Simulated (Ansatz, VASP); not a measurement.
**LiMgBN2 in VASP and in Ansatz**

File INCAR:

```
PREC     = Accurate       # precision mode
ENCUT    = 520            # plane-wave cutoff, eV
EDIFF    = 1E-6           # SCF threshold, eV
ISMEAR   = 0              # smearing method
SIGMA    = 0.05           # smearing width, eV
LREAL    = F              # projectors in reciprocal space
LASPH    = T              # aspherical terms in the spheres
NELM     = 60             # most SCF steps
ALGO     = Normal         # electronic algorithm
ISIF     = 2              # what is computed and relaxed
LWAVE    = F              # write WAVECAR
LCHARG   = F              # write CHGCAR
GGA      = PE             # functional
NBANDS   = 17             # bands
```

File KPOINTS:

```
regular mesh
0
Gamma
  8 8 8
```

File POSCAR:

```
LiMgBN2
1.0
   -1.7568835200      1.7568835200      4.2657811200
    1.7568835200     -1.7568835200      4.2657811200
    1.7568835200      1.7568835200     -4.2657811200
Li Mg B N
1 1 1 2
Direct
    0.2500000000      0.7500000000      0.5000000000
    0.7500000000      0.2500000000      0.5000000000
    0.5000000000      0.5000000000      0.0000000000
    0.6512635000      0.6512635000      0.0000000000
    0.3487365000      0.3487365000      0.0000000000
```

Input for Ansatz:

```yaml
crystal:
  lattice:
    - [-1.75688352, 1.75688352, 4.26578112]
    - [1.75688352, -1.75688352, 4.26578112]
    - [1.75688352, 1.75688352, -4.26578112]
  atoms:
    - { symbol: Li, position: [0.25, 0.75, 0.5] }
    - { symbol: Mg, position: [0.75, 0.25, 0.5] }
    - { symbol: B, position: [0.5, 0.5, 0.0] }
    - { symbol: "N", position: [0.6512635, 0.6512635, 0.0] }
    - { symbol: "N", position: [0.3487365, 0.3487365, 0.0] }
basis:
  ecutwfc: 420
kpoints:
  mp_grid: { grid: [8, 8, 8] }
hamiltonian:
  xc: pbe
scf:
  occupations: { method: gaussian, width: 0.05 }
output:
  forces: true
  stress: true
  eigenvalues: true
```

Change from the starting cell: strain -0.080 along x and y, -0.040 along z, atoms carried along.

Alike in both runs: task single point; functional PBE; k mesh 8 × 8 × 8; occupations gaussian, width 0.05 eV; no spin polarisation.

|  | VASP | Ansatz |
| --- | --- | --- |
| version | VASP 6.6.1 | Ansatz 0.2.0 |
| potentials or method | VASP PAW PBE potentials, release 64 (Li_sv, Mg, B, N), cutoff 520 eV | scalar-relativistic, plane waves, PAW |
| valence electrons in the cell | 18 | 26 |

VASP gave:

* gap on the k mesh at the Fermi level (eV): 3.20
* least direct gap on the mesh (eV): 3.94
* rms of the force components (eV/Å): 0.504

Task: What did Ansatz give for the same quantities?

Result: gap on the k mesh at the Fermi level (eV): 3.21; least direct gap on the mesh (eV): 3.95; rms of the force components (eV/Å): 0.521.

Atom by atom the forces differ by 0.016 eV/Å (rms over components). VASP's potentials hold 18 valence electrons a cell and Ansatz's 26, so a difference there can come from the potentials and not from the codes.

Noted on VASP's run: the cutoff is short for stress, so the pressure is rough.
